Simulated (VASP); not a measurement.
# BAs (F-43m) in VASP: further runs

Runs on BAs. Level: PBE. Tasks: electric field gradients.

Program: VASP 6.6.1. These are calculated values, not measurements. Logs are shortened: lines on timing, memory, paths and dates and some standing lists are left out, and cuts for length are marked.

### 1 The cell of the first run

The structure is cubic, space group F-43m (No. 216). Conventional cell: a = 4.653 Å, b = 4.653 Å, c = 4.653 Å, α = 90.00°, β = 90.00°, γ = 90.00°. B (site symmetry -43m) has 4 As at 2.01 Å within 2.7 Å. As (site symmetry -43m) has 4 B at 2.01 Å within 2.7 Å.

### 2 Electric field gradients, PBE (volume scaled by 0.9)

Input file INCAR:

```
  PREC = Accurate
  ENCUT = 520
  EDIFF = 1E-8
  ISMEAR = -1
  SIGMA = 0.03
  LREAL = False
  LASPH = True
  NELM = 100
  ALGO = Normal
  ISIF = 2
  LWAVE = False
  LCHARG = False
  GGA = PE
  LEFG = True
  NBANDS = 11
```

Input file KPOINTS:

```
Automatic mesh
0
Gamma
  10 10 10
```

Input file POSCAR:

```
BAs
1.0
    0.0000000000      2.3264692894      2.3264692894
    2.3264692894      0.0000000000      2.3264692894
    2.3264692894      2.3264692894      0.0000000000
B As
1 1
Direct
    0.7500000000      0.7500000000      0.7500000000
    0.0000000000      0.0000000000      0.0000000000
```

Potentials or basis: VASP PAW PBE potentials, release 64 (B, As).

Launch:

```bash
> cat potpaw_PBE.64/B/POTCAR potpaw_PBE.64/As/POTCAR > POTCAR
> mpirun -np 1 vasp_std > vasp.out
```

OUTCAR:

```text
PREC = Accurate
   ENCUT = 520
   EDIFF = 1E-8
   ISMEAR = -1
   LREAL = False
   LASPH = True
   NELM = 100
   ISIF = 2
   GGA = PE

 ion  position               nearest neighbor table
   1  0.750  0.750  0.750-   2 2.01   2 2.01   2 2.01   2 2.01
   2  0.000  0.000  0.000-   1 2.01   1 2.01   1 2.01   1 2.01

  LATTYP: Found a face centered cubic cell.
 ALAT       =     4.6529385788

  Lattice vectors:

 A1 = (   0.0000000000,   2.3264692894,   2.3264692894)
 A2 = (   2.3264692894,   0.0000000000,   2.3264692894)
 A3 = (   2.3264692894,   2.3264692894,   0.0000000000)

Analysis of symmetry for initial positions (statically):
=====================================================================
 Subroutine PRICEL returns:
 Original cell was already a primitive cell.

 Routine SETGRP: Setting up the symmetry group for a
 face centered cubic supercell.

 Subroutine GETGRP returns: Found 24 space group operations
 (whereof 24 operations were pure point group operations)
 out of a pool of 48 trial point group operations.

The static configuration has the point symmetry T_d .

Analysis of symmetry for dynamics (positions and initial velocities):
=====================================================================
 Subroutine PRICEL returns:
 Original cell was already a primitive cell.

 Routine SETGRP: Setting up the symmetry group for a
 face centered cubic supercell.

 Subroutine GETGRP returns: Found 24 space group operations
 (whereof 24 operations were pure point group operations)
 out of a pool of 48 trial point group operations.

The dynamic configuration has the point symmetry T_d .

 Subroutine INISYM returns: Found 24 space group operations
 (whereof 24 operations are pure point group operations),
 and found     1 'primitive' translations

----------------------------------------------------------------------------------------

                                     Primitive cell

  volume of cell :      25.1838

  direct lattice vectors                    reciprocal lattice vectors
     0.000000000  2.326469289  2.326469289    -0.214917946  0.214917946  0.214917946
     2.326469289  0.000000000  2.326469289     0.214917946 -0.214917946  0.214917946
     2.326469289  2.326469289  0.000000000     0.214917946  0.214917946 -0.214917946

  length of vectors
     3.290124422  3.290124422  3.290124422     0.372248801  0.372248801  0.372248801

  position of ions in fractional coordinates (direct lattice)
     0.750000000  0.750000000  0.750000000
     0.000000000  0.000000000  0.000000000

  ion indices of the primitive-cell ions
   primitive index   ion index
                 1           1
                 2           2

----------------------------------------------------------------------------------------

 KPOINTS: Automatic mesh

Automatic generation of k-mesh.
 Grid dimensions read from file:
 generate k-points for:   10   10   10

 Generating k-lattice:

  Cartesian coordinates                     Fractional coordinates (reciprocal lattice)
    -0.021491795  0.021491795  0.021491795     0.100000000  0.000000000  0.000000000
     0.021491795 -0.021491795  0.021491795     0.000000000  0.100000000  0.000000000
     0.021491795  0.021491795 -0.021491795     0.000000000  0.000000000  0.100000000

  Length of vectors
     0.037224880  0.037224880  0.037224880

  Shift w.r.t. Gamma in fractional coordinates (k-lattice)
     0.000000000  0.000000000  0.000000000

 Subroutine IBZKPT returns following result:
 ===========================================

 Found     47 irreducible k-points:

 Following reciprocal coordinates:
            Coordinates               Weight
  0.000000  0.000000  0.000000      1.000000
  0.100000  0.000000  0.000000      8.000000
  0.200000  0.000000  0.000000      8.000000
  0.300000  0.000000  0.000000      8.000000
  0.400000  0.000000  0.000000      8.000000
  0.500000  0.000000  0.000000      4.000000
[... 16 lines left out ...]
  0.300000  0.300000  0.000000      6.000000
  0.400000  0.300000  0.000000     24.000000
 [... further k-points ...]
   k-points           NKPTS =     47   k-points in BZ     NKDIM =     47   number of bands    NBANDS=     11
   number of dos      NEDOS =    301   number of ions     NIONS =      2
   total plane-waves  NPLWV =  13824
   dimension x,y,z NGX =    24 NGY =   24 NGZ =   24
   dimension x,y,z NGXF=    48 NGYF=   48 NGZF=   48
   ions per type =               1   1
   NGX,Y,Z   is equivalent  to a cutoff of  12.13, 12.13, 12.13 a.u.
   NGXF,Y,Z  is equivalent  to a cutoff of  24.25, 24.25, 24.25 a.u.
 SYSTEM =  unknown system
   PREC   = accura    normal or accurate (medium, high low for compatibility)
   ISTART =      0    job   : 0-new  1-cont  2-samecut
   ICHARG =      2    charge: 1-file 2-atom 10-const
   ISPIN  =      1    spin polarized calculation?
   LNONCOLLINEAR =      F non collinear calculations
   LSORBIT =      F    spin-orbit coupling
   LASPH  =      T    aspherical Exc in radial PAW
   ENCUT  =  520.0 eV  38.22 Ry    6.18 a.u.   6.12  6.12  6.12*2*pi/ulx,y,z
   NELM   =    100;   NELMIN=  2; NELMDL= -5     # of ELM steps
   EDIFF  = 0.1E-07   stopping-criterion for ELM
   LREAL  =      F    real-space projection
   EDIFFG = 0.1E-06   stopping-criterion for IOM
   NSW    =      0    number of steps for IOM
   IBRION =     -1    ionic relax: 0-MD 1-quasi-New 2-CG
   NFREE  =      0    steps in history (QN), initial steepest desc. (CG)
   ISIF   =      2    stress and relaxation
   ISYM   =      2    0-nonsym 1-usesym 2-fastsym
   POTIM  = 0.5000    time-step for ionic-motion
   TEBEG  =    0.0;   TEEND  =   0.0 temperature during run
   PSTRESS=    0.0 pullay stress
   NELECT =       8.0000    total number of electrons
   NUPDOWN=      -1.0000    fix difference up-down
   EMIN   =  10.00;   EMAX   =-10.00  energy-range for DOS
   EFERMI =   0.00;   METHOD = LEGACY
   ISMEAR =    -1;   SIGMA  =   0.03  broadening in eV -4-tet -1-fermi 0-gaus
   EFERMI_NEDOS =   21; number of points for ismear=-14 and -15
   IALGO  =     38    algorithm
   IMIX   =      4    mixing-type and parameters
     AMIX     =   0.40;   BMIX     =  1.00
     AMIX_MAG =   1.60;   BMIX_MAG =  1.00
  volume/ion in A,a.u.               =      12.59        84.97
  Fermi-wavevector in a.u.,A,eV,Ry     =   1.117028  2.110877 16.976699  1.247752
  Thomas-Fermi vector in A             =   2.253647
   LORBIT       =      0    0 simple, 1 ext, 2 COOP (PROOUT), +10 PAW based schemes
   GGA     = PE    functional components
   LHFCALC =     F    Hartree Fock is set to
   AEXX    =    0.0000 exact exchange contribution
   IVDW    =     0    specifies the selected vdW correction
   LEPSILON=     F    determine dielectric tensor
   LRPA    =     F    only Hartree local field effects (RPA)
 non-spin polarized calculation
  energy-cutoff  :      520.00
  volume of cell :       25.18
 maximum number of plane-waves:       700
   NGX = 13   NGY = 13   NGZ = 13

 number of electron       8.0000000 magnetization

 Free energy of the ion-electron system (eV)
  ---------------------------------------------------
  ext. energy  EPLUGINS =         0.00000000
  ---------------------------------------------------
  free energy    TOTEN  =       -11.28004679 eV

  energy without entropy =      -11.28004679  energy(sigma->0) =      -11.28004679

 E-fermi :   7.5617     XC(G=0): -10.9296

 val. band max:        7.0272184790   @ k =   0.0000   0.0000   0.0000
 cond. band min:       8.1179618409   @ k =   0.4000   0.4000   0.0000
 fundamental gap:      1.0907433619
 Fermi energy:         7.5617211900

 k-point     1 :       0.0000    0.0000    0.0000
  band No.  band energies     occupation
      1      -9.1206      2.00000
      2       7.0272      2.00000
      3       7.0272      2.00000
      4       7.0272      2.00000
      5      10.4082      0.00000
      6      10.4082      0.00000
      7      10.4082      0.00000
      8      12.7391      0.00000
      9      17.0158      0.00000
     10      20.3054      0.00000
     11      20.3054      0.00000

 k-point     2 :       0.1000    0.0000    0.0000
  band No.  band energies     occupation
      1      -8.9443      2.00000
      2       5.5772      2.00000
      3       6.6971      2.00000
      4       6.6971      2.00000
      5      10.7006      0.00000
      6      10.8401      0.00000
      7      10.8401      0.00000
      8      13.4523      0.00000
      9      17.7239      0.00000
     10      19.1340      0.00000
     11      19.1340      0.00000
[... 295 lines left out ...]
 k-point    24 :       0.4000    0.3000    0.0000
  band No.  band energies     occupation
      1      -6.2573      2.00000
      2       0.3510      2.00000
      3       2.7128      2.00000
      4       3.2455      2.00000
      5       8.6787      0.00000
      6      10.4357      0.00000
      7      16.4453      0.00000
      8      16.6229      0.00000
      9      19.7871      0.00000
     10      23.4273      0.00000
     11      23.8960      0.00000

 [... further k-points ...]
[... 5 lines left out ...]
  --------------------------------------------------------------------------------------
  -------------------------------------------------------------------------------------
  Total        2.6610018      2.6610018      2.6610018      0.0000000      0.0000000     -0.0000000
  in kB      169.2909641    169.2909641    169.2909641      0.0000000      0.0000000     -0.0000000
  external PRESSURE =     169.2909641 kB  Pullay stress =       0.0000000 kB

 VOLUME and BASIS-vectors are now :
 -----------------------------------------------------------------------------
  energy-cutoff  :      520.00
  volume of cell :       25.18
      direct lattice vectors                 reciprocal lattice vectors
     0.000000000  2.326469289  2.326469289    -0.214917946  0.214917946  0.214917946
     2.326469289  0.000000000  2.326469289     0.214917946 -0.214917946  0.214917946
     2.326469289  2.326469289  0.000000000     0.214917946  0.214917946 -0.214917946

 POSITION                                       TOTAL-FORCE (eV/Angst)
 -----------------------------------------------------------------------------------
      3.48970      3.48970      3.48970         0.000000      0.000000     -0.000000
      0.00000      0.00000      0.00000        -0.000000     -0.000000      0.000000
 -----------------------------------------------------------------------------------
    total drift:                                0.000000      0.000000      0.000000

  FREE ENERGIE OF THE ION-ELECTRON SYSTEM (eV)
  ---------------------------------------------------
  free  energy   TOTEN  =       -11.2800467922 eV

  energy  without entropy=      -11.2800467921  energy(sigma->0) =      -11.28004679

 Electric field gradients (V/A^2)
---------------------------------------------------------------------
 ion       V_xx      V_yy      V_zz      V_xy      V_xz      V_yz
---------------------------------------------------------------------
   1      -0.000     0.000     0.000     0.000     0.000     0.000
   2       0.000    -0.000    -0.000     0.000     0.000     0.000
---------------------------------------------------------------------

 Electric field gradients after diagonalization (V/A^2)
 (convention: |V_zz| > |V_xx| > |V_yy|)
----------------------------------------------------------------------
 ion       V_xx      V_yy      V_zz     asymmetry (V_yy - V_xx)/ V_zz
----------------------------------------------------------------------
   1      -0.000    -0.000     0.000       0.000
   2      -0.000    -0.000     0.000       0.000
----------------------------------------------------------------------

           NMR quadrupolar parameters

 Cq : quadrupolar parameter    Cq=e*Q*V_zz/h
 eta: asymmetry parameters     (V_yy - V_xx)/ V_zz
 Q  : nuclear electric quadrupole moment in mb (millibarn)
----------------------------------------------------------------------
 ion       Cq(MHz)       eta       Q (mb)
----------------------------------------------------------------------
   1       0.000       0.000       1.000
   2       0.000       0.000       1.000
----------------------------------------------------------------------
```

It took 8.7 s on 1 thread of Intel Xeon Platinum 8488C (Sapphire Rapids), shared host; peak memory 0.14 GiB.

What came out:

| Item | Value |
| --- | --- |
| Free energy | -11.2800 eV |
| Pressure | 16.9 GPa |
| Band gap on the k mesh | 1.09 eV, indirect (least direct gap 3.38 eV) |

Levels at points of the mesh, in eV from the valence-band top:
| k point | band 1 | band 2 | band 3 | band 4 | band 5 | band 6 | band 7 | band 8 |
| --- | --- | --- | --- | --- | --- | --- | --- | --- |
| (0.00, 0.00, 0.00) | -16.15 | 0.00 | 0.00 | 0.00 | 3.38 | 3.38 | 3.38 | 5.71 |
| (0.50, 0.00, 0.00) | -12.98 | -9.39 | -1.96 | -1.96 | 3.17 | 4.87 | 4.87 | 9.00 |
| (0.50, 0.50, 0.00) | -11.53 | -8.99 | -4.42 | -4.42 | 1.32 | 1.37 | 12.14 | 12.14 |

Caveat: the cell differs from its parent crystal (volume scaled by 0.9); without QUAD_EFG the Cq values of the log hold for a quadrupole moment of 1 mb, not for the nuclei.

### 3 Electric field gradients, PBE

This run uses another cell than the first one, of 13.99 Å³/atom, 1.111 times its volume.

Input file INCAR:

```
PREC = Accurate ; ENCUT = 520
EDIFF = 1E-8 ; ISMEAR = -1
SIGMA = 0.03 ; LREAL = F
LASPH = T ; NELM = 60
ALGO = Normal ; ISIF = 2
LWAVE = F ; LCHARG = F
GGA = PE ; LEFG = T
NBANDS = 11
```

Input file KPOINTS:

```
regular mesh
0
Gamma
  10 10 10
```

Input file POSCAR:

```
BAs
1.0
    0.0000000000      2.4096270000      2.4096270000
    2.4096270000      0.0000000000      2.4096270000
    2.4096270000      2.4096270000      0.0000000000
B As
1 1
Direct
    0.7500000000      0.7500000000      0.7500000000
    0.0000000000      0.0000000000      0.0000000000
```

Potentials or basis: VASP PAW PBE potentials, release 64 (B, As).

Launch:

```bash
> cat potpaw_PBE.64/B/POTCAR potpaw_PBE.64/As/POTCAR > POTCAR
> mpirun -np 1 vasp_std > vasp.out
```

OUTCAR:

```text
PREC = Accurate
   ENCUT = 520
   EDIFF = 1E-8
   ISMEAR = -1
   LREAL = F
   LASPH = T
   NELM = 60
   ISIF = 2
   GGA = PE

 ion  position               nearest neighbor table
   1  0.750  0.750  0.750-   2 2.09   2 2.09   2 2.09   2 2.09
   2  0.000  0.000  0.000-   1 2.09   1 2.09   1 2.09   1 2.09

  LATTYP: Found a face centered cubic cell.
 ALAT       =     4.8192540000

  Lattice vectors:

 A1 = (   0.0000000000,   2.4096270000,   2.4096270000)
 A2 = (   2.4096270000,   0.0000000000,   2.4096270000)
 A3 = (   2.4096270000,   2.4096270000,   0.0000000000)

Analysis of symmetry for initial positions (statically):
=====================================================================
 Subroutine PRICEL returns:
 Original cell was already a primitive cell.

 Routine SETGRP: Setting up the symmetry group for a
 face centered cubic supercell.

[... 523 lines left out ...]
  energy-cutoff  :      520.00
  volume of cell :       27.98
      direct lattice vectors                 reciprocal lattice vectors
     0.000000000  2.409627000  2.409627000    -0.207500995  0.207500995  0.207500995
     2.409627000  0.000000000  2.409627000     0.207500995 -0.207500995  0.207500995
     2.409627000  2.409627000  0.000000000     0.207500995  0.207500995 -0.207500995

 POSITION                                       TOTAL-FORCE (eV/Angst)
 -----------------------------------------------------------------------------------
      3.61444      3.61444      3.61444        -0.000000     -0.000000     -0.000000
      0.00000      0.00000      0.00000         0.000000      0.000000      0.000000
 -----------------------------------------------------------------------------------
    total drift:                               -0.000000     -0.000000     -0.000000

  FREE ENERGIE OF THE ION-ELECTRON SYSTEM (eV)
  ---------------------------------------------------
  free  energy   TOTEN  =       -11.4136635554 eV

  energy  without entropy=      -11.4136635554  energy(sigma->0) =      -11.41366356

 Electric field gradients (V/A^2)
---------------------------------------------------------------------
 ion       V_xx      V_yy      V_zz      V_xy      V_xz      V_yz
---------------------------------------------------------------------
   1       0.000    -0.000     0.000    -0.000    -0.000    -0.000
   2       0.000    -0.000    -0.000     0.000     0.000     0.000
---------------------------------------------------------------------

 Electric field gradients after diagonalization (V/A^2)
 (convention: |V_zz| > |V_xx| > |V_yy|)
----------------------------------------------------------------------
 ion       V_xx      V_yy      V_zz     asymmetry (V_yy - V_xx)/ V_zz
----------------------------------------------------------------------
   1       0.000     0.000    -0.000       0.000
   2      -0.000    -0.000     0.000       0.000
----------------------------------------------------------------------

           NMR quadrupolar parameters

 Cq : quadrupolar parameter    Cq=e*Q*V_zz/h
 eta: asymmetry parameters     (V_yy - V_xx)/ V_zz
 Q  : nuclear electric quadrupole moment in mb (millibarn)
----------------------------------------------------------------------
 ion       Cq(MHz)       eta       Q (mb)
----------------------------------------------------------------------
   1      -0.000       0.000       1.000
   2       0.000       0.000       1.000
----------------------------------------------------------------------
```

Wall time 13 s (1 thread of Intel Xeon Platinum 8488C (Sapphire Rapids), shared host); peak memory 0.16 GiB.

Results:

| Item | Value |
| --- | --- |
| Free energy | -11.4137 eV |
| Pressure | -0.2 GPa |
| Band gap on the k mesh | 1.20 eV, indirect (least direct gap 3.24 eV) |

Caveat: without QUAD_EFG the Cq values of the log hold for a quadrupole moment of 1 mb, not for the nuclei. A k mesh can miss the band edges.
